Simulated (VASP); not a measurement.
A run of VASP 6.6.1 is set up as follows.

The input POSCAR:

```
CsCl
1.0
    4.1401753638      0.0000000000      0.0000000000
    0.0000000000      4.1401753638      0.0000000000
    0.0000000000      0.0000000000      4.1401753638
Cs Cl
1 1
Direct
    0.0000000000      0.0000000000      0.0000000000
    0.5000000000      0.5000000000      0.5000000000
```

File INCAR.step1:

```
SYSTEM = CsCl
PREC = Accurate
ENCUT = 550
ISMEAR = -1
SIGMA = 0.1
LREAL = .FALSE.
LASPH = .TRUE.
NELM = 120
NBANDS = 15
GGA = PE
ALGO = Normal
EDIFF = 1E-5
LWAVE = .TRUE.
LCHARG = .FALSE.
GGA_COMPAT = .FALSE.
```

File INCAR.step2:

```
SYSTEM = CsCl
PREC = Accurate
ENCUT = 550
EDIFF = 1E-6
ISMEAR = -1
SIGMA = 0.1
LREAL = .FALSE.
LASPH = .TRUE.
NELM = 120
ALGO = Normal
ISIF = 2
LWAVE = .FALSE.
LCHARG = .FALSE.
METAGGA = R2SCAN
LMIXTAU = .TRUE.
NBANDS = 15
ISTART = 1
GGA_COMPAT = .FALSE.
```

KPOINTS

```
regular mesh
0
G
  10 10 10
  0 0 0
```

Potentials or basis: VASP PAW PBE potentials, release 64 (Cs_sv, Cl).

The run is started by

```sh
$ cat potpaw_PBE.64/Cs_sv/POTCAR potpaw_PBE.64/Cl/POTCAR > POTCAR
$ cp INCAR.step1 INCAR
$ mpirun -np 1 vasp_std > vasp.out
$ cp INCAR.step2 INCAR
$ mpirun -np 1 vasp_std > vasp.out
```

Q: Estimate the pressure.

A: 0.0 GPa.

Q: Predict the band gap on the k mesh.

A: 5.91 eV.

Caveat: the PAW data sets were made with another functional, which shifts forces and pressure a little; spin-orbit coupling is left out, which moves the levels of the heavy elements. A k mesh can miss the band edges.
